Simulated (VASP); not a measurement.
# Fe (Fmmm) in VASP: further runs, part 2 of 2

VASP 6.6.1.

## 3. Single point, PBE, collinear spin, ferromagnetic start (zz strain of +1 %)

INCAR

```
SYSTEM = Fe
ALGO = Normal
EDIFF = 1E-6
ENCUT = 520
GGA = PE
ISIF = 2
ISMEAR = -1
ISPIN = 2
LASPH = .True.
LCHARG = .False.
LMAXMIX = 4
LORBIT = 11
LREAL = .False.
LWAVE = .False.
MAGMOM = 3
NBANDS = 14
NELM = 150
PREC = Accurate
SIGMA = 0.05
```

KPOINTS

```
k-points
0
Gamma
  16 16 16
  0 0 0
```

POSCAR

```
Fe
1.0
    0.0000000000      1.9417396906      1.9847562139
    1.4984397099      0.0000000000      1.9847562139
    1.4984397099      1.9417396906      0.0000000000
Fe
1
Direct
    0.0000000000      0.0000000000      0.0000000000
```

Potentials or basis: VASP PAW PBE potentials, release 64 (Fe).

Started as:

```sh
> cat potpaw_PBE.64/Fe/POTCAR > POTCAR
> mpirun -np 1 vasp_std > vasp.out
```

Wall time 4 min (1 thread of Intel Xeon 8259CL, shared host); peak memory 0.27 GiB.

Results (log left out):

* Free energy: -8.2269 eV
* Pressure: -2.4 GPa
* Net moment: 2.25 μB per cell
* Site moments: Fe +2.25 μB
* Valence electrons inside the program's atomic spheres: Fe 7.24

Stress tensor (GPa, compression positive):
```
-7.27  0.00  0.00
 0.00  1.58  0.00
 0.00  0.00 -1.37
```

Levels at points of the mesh, in eV from the Fermi level:
Spin up:
```tsv
k point	band 3	band 4	band 5	band 6	band 7	band 8
(0.00, 0.00, 0.00)	-2.30	-2.04	-1.31	-0.95	23.84	25.09
(0.50, 0.00, 0.00)	-1.36	-0.81	0.28	0.33	6.96	18.74
(0.50, 0.50, 0.00)	-0.77	-0.69	0.33	0.75	7.50	17.39
(0.50, 0.00, 0.50)	-0.81	-0.79	0.46	1.16	7.99	16.98
(0.00, 0.50, 0.50)	-0.05	0.03	0.23	7.95	10.81	10.81
```
Spin down:
| k point | band 1 | band 2 | band 3 | band 4 | band 5 | band 6 | band 7 |
| --- | --- | --- | --- | --- | --- | --- | --- |
| (0.00, 0.00, 0.00) | -8.17 | -0.60 | -0.33 | 0.07 | 1.36 | 1.93 | 23.56 |
| (0.50, 0.00, 0.00) | -3.55 | -1.34 | 0.44 | 1.24 | 1.97 | 2.58 | 8.37 |
| (0.50, 0.50, 0.00) | -3.52 | -2.03 | 0.88 | 1.98 | 2.12 | 2.61 | 8.90 |
| (0.50, 0.00, 0.50) | -3.47 | -1.92 | 1.29 | 1.86 | 2.01 | 2.65 | 9.37 |
| (0.00, 0.50, 0.50) | -3.00 | -2.82 | 2.28 | 2.30 | 2.39 | 8.21 | 11.10 |

Caveat: the cell differs from its parent crystal (zz strain of +1 %).

## 4. Single point, PBE, collinear spin, ferromagnetic start (zz strain of +3 %)

INCAR

```
ALGO = Normal ; EDIFF = 1E-6
ENCUT = 520 ; GGA = PE
ISIF = 2 ; ISMEAR = -1
ISPIN = 2 ; LASPH = True
LCHARG = True ; LELF = True
LMAXMIX = 4 ; LORBIT = 11
LREAL = False ; LVHAR = True
LWAVE = False ; MAGMOM = 3
NBANDS = 14 ; NELM = 150
PREC = Accurate ; SIGMA = 0.05
```

KPOINTS

```
k-points
0
Gamma
  16 16 16
```

POSCAR

```
Fe
1.0
    0.0000000000      1.9417396906      2.0240583172
    1.4984397099      0.0000000000      2.0240583172
    1.4984397099      1.9417396906      0.0000000000
Fe
1
Direct
    0.0000000000      0.0000000000      0.0000000000
```

Potentials or basis: VASP PAW PBE potentials, release 64 (Fe).

Started as:

```sh
> cat potpaw_PBE.64/Fe/POTCAR > POTCAR
> mpirun -np 1 vasp_std > vasp.out
```

OUTCAR:

```text
EDIFF = 1E-6
   ENCUT = 520
   GGA = PE
   ISIF = 2
   ISMEAR = -1
   ISPIN = 2
   LASPH = True
   LORBIT = 11
   LREAL = False
   NELM = 150
   PREC = Accurate

 ion  position               nearest neighbor table
   1  0.000  0.000  0.000-

  LATTYP: Found a face centered orthorhombic cell.
 ALAT       =     2.9968794198
 B/A-ratio  =     1.2958410524
 C/A-ratio  =     1.3507772811

  Lattice vectors:

[... 1025 lines left out ...]
  --------------------------------------------------------------------------------------
  -------------------------------------------------------------------------------------
  Total       -0.6855766     -0.0597843     -0.4596362      0.0000000      0.0000000      0.0000000
  in kB      -93.2573907     -8.1323136    -62.5232486      0.0000000      0.0000000      0.0000000
  external PRESSURE =     -54.6376510 kB  Pullay stress =       0.0000000 kB

 VOLUME and BASIS-vectors are now :
 -----------------------------------------------------------------------------
  energy-cutoff  :      520.00
  volume of cell :       11.78
      direct lattice vectors                 reciprocal lattice vectors
     0.000000000  1.941739691  2.024058317    -0.333680426  0.257501045  0.247028456
     1.498439710  0.000000000  2.024058317     0.333680426 -0.257501045  0.247028456
     1.498439710  1.941739691  0.000000000     0.333680426  0.257501045 -0.247028456

 POSITION                                       TOTAL-FORCE (eV/Angst)
 -----------------------------------------------------------------------------------
      0.00000      0.00000      0.00000         0.000000      0.000000     -0.000000
 -----------------------------------------------------------------------------------
    total drift:                                0.000000     -0.000000      0.000000

  FREE ENERGIE OF THE ION-ELECTRON SYSTEM (eV)
  ---------------------------------------------------
  free  energy   TOTEN  =        -8.2218374361 eV

  energy  without entropy=       -8.2131519964  energy(sigma->0) =       -8.21749472

 total charge

# of ion       s       p       d       tot
------------------------------------------
    1        0.473   0.509   6.216   7.198

 magnetization (x)

# of ion       s       p       d       tot
------------------------------------------
    1       -0.013  -0.052   2.356   2.290
```

Run time: 4 min. Hardware: 1 thread of Intel Xeon 8259CL, shared host; peak memory 0.27 GiB.

What came out:

```yaml
Free_energy: -8.2218 eV
Pressure: -5.5 GPa
Net_moment: 2.29 μB per cell
Site_moments: Fe +2.29 μB
Valence_electrons_inside_the_program's_atomic_spheres: Fe 7.20
```

Caveat: the cell differs from its parent crystal (zz strain of +3 %); the cell stands under tension.

## 5. Single point, PBE, collinear spin, ferromagnetic start (equal xx and yy strain of -2 %)

INCAR

```
PREC = Accurate ; ENCUT = 520
EDIFF = 1E-6 ; ISMEAR = -1
SIGMA = 0.05 ; LREAL = F
LASPH = T ; NELM = 150
ALGO = Normal ; ISIF = 2
LWAVE = F ; LCHARG = T
ISPIN = 2 ; MAGMOM = 3
LORBIT = 11 ; LMAXMIX = 4
GGA = PE ; LELF = T
LVHAR = T ; NBANDS = 14
```

KPOINTS

```
regular mesh
0
Gamma
  16 16 16
```

POSCAR

```
Fe
1.0
    0.0000000000      1.9029048968      1.9651051623
    1.4684709157      0.0000000000      1.9651051623
    1.4684709157      1.9029048968      0.0000000000
Fe
1
Direct
    0.0000000000      0.0000000000      0.0000000000
```

Started as:

```sh
> cat potpaw_PBE.64/Fe/POTCAR > POTCAR
> mpirun -np 1 vasp_std > vasp.out
```

Wall time 3.8 min (1 thread of Intel Xeon 8259CL, shared host); peak memory 0.25 GiB.

Results (log left out):

* Free energy: -8.2186 eV
* Pressure: 7.5 GPa
* Net moment: 2.14 μB per cell
* Site moments: Fe +2.13 μB
* Valence electrons inside the program's atomic spheres: Fe 7.34

Stress tensor (GPa, compression positive):
```
 1.91  0.00  0.00
 0.00 13.28  0.00
 0.00  0.00  7.28
```

Levels at points of the mesh, in eV from the Fermi level:
Spin up:
```
           k point  band 3  band 4  band 5  band 6  band 7  band 8
(0.00, 0.00, 0.00)   -2.36   -2.14   -1.33   -0.96   24.34   25.41
(0.50, 0.00, 0.00)   -1.37   -0.81    0.29    0.38    7.42   19.03
(0.50, 0.50, 0.00)   -0.75   -0.66    0.39    0.60    7.80   17.98
(0.50, 0.00, 0.50)   -0.82   -0.81    0.60    1.22    8.53   17.35
(0.00, 0.50, 0.50)    0.04    0.06    0.36    8.34   11.10   11.13
```
Spin down:
```
           k point  band 1  band 2  band 3  band 4  band 5  band 6  band 7  band 8
(0.00, 0.00, 0.00)   -8.49   -0.90   -0.49   -0.18    1.28    1.85   24.09   25.19
(0.50, 0.00, 0.00)   -3.89   -1.65    0.41    1.15    1.90    2.55    8.76   19.08
(0.50, 0.50, 0.00)   -3.90   -2.37    0.74    1.91    2.09    2.58    9.15   18.15
(0.50, 0.00, 0.50)   -3.84   -2.20    1.37    1.73    1.91    2.64    9.86   17.48
(0.00, 0.50, 0.50)   -3.39   -3.20    2.20    2.25    2.38    8.61   11.38   11.43
```

Caveat: the cell differs from its parent crystal (equal xx and yy strain of -2 %); the cell stands under pressure.

## 6. The runs side by side

```csv
cell,gap on the mesh (eV),pressure (GPa),moment (μB)
"a = 2.735, b = 2.440, c = 2.453 Å, angles 68.0, 55.8, 56.2°, 1 atom",none,3.4,2.19
"a = 2.777, b = 2.487, c = 2.453 Å, angles 68.4, 56.4, 55.2°, 1 atom",none,-2.4,2.25
"a = 2.805, b = 2.518, c = 2.453 Å, angles 68.7, 56.8, 54.6°, 1 atom",none,-5.5,2.29
"a = 2.735, b = 2.453, c = 2.404 Å, angles 68.5, 56.6, 54.9°, 1 atom",none,7.5,2.14
```

Alike in all rows: task single point; level PBE; potentials or basis VASP PAW PBE potentials, release 64 (Fe); spin collinear, ferromagnetic start; k mesh 16 × 16 × 16; cutoff (eV) 520; smearing fermi-dirac 0.05 eV.

Caveats: the cell stands under pressure (at least some runs); the cell stands under tension (at least some runs).

Absolute energies hang on the potentials; compare differences alone.
